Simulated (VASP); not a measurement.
A run of VASP 6.6.1 is set up as follows.

File INCAR:

```
SYSTEM = TiSi2
PREC     = Accurate       ! precision mode
ENCUT    = 520            ! plane-wave cutoff, eV
EDIFF    = 1E-6           ! SCF threshold, eV
ISMEAR   = 0              ! smearing method
SIGMA    = 0.1            ! smearing width, eV
LREAL    = .False.        ! projectors in reciprocal space
LASPH    = .True.         ! aspherical terms in the spheres
NELM     = 60             ! most SCF steps
ALGO     = Normal         ! electronic algorithm
ISIF     = 2              ! what is computed and relaxed
LWAVE    = .False.        ! write WAVECAR
LCHARG   = .False.        ! write CHGCAR
GGA      = PE             ! functional
NBANDS   = 17             ! bands
```

KPOINTS

```
regular mesh
0
Gamma
  6 6 6
  0 0 0
```

POSCAR

```
TiSi2
1.0
    3.7999302900      0.0000000000      0.0000000000
   -1.8999651500      3.2908361700      0.0000000000
    0.0000000000      0.0000000000      3.5933147100
Ti Si
1 2
Direct
    0.0000000000      0.0000000000      0.0000000000
    0.3333333300      0.6666666700      0.5000000000
    0.6666666700      0.3333333300      0.5000000000
```

Potentials or basis: VASP PAW PBE potentials, release 64 (Ti_sv, Si).

Command:

```sh
$ cat potpaw_PBE.64/Ti_sv/POTCAR potpaw_PBE.64/Si/POTCAR > POTCAR
$ mpirun -np 1 vasp_std > vasp.out
```

Predict the band gap on the k mesh.

zero (bands 10 and 11 overlap by 1.23 eV).

Predict the pressure.

5.6 GPa.

Stress tensor (GPa, compression positive):
```
12.40  0.00  0.00
 0.00 12.40  0.00
 0.00  0.00 -7.86
```

Caveat: the stress differs along the axes, from -8 to 12 GPa.
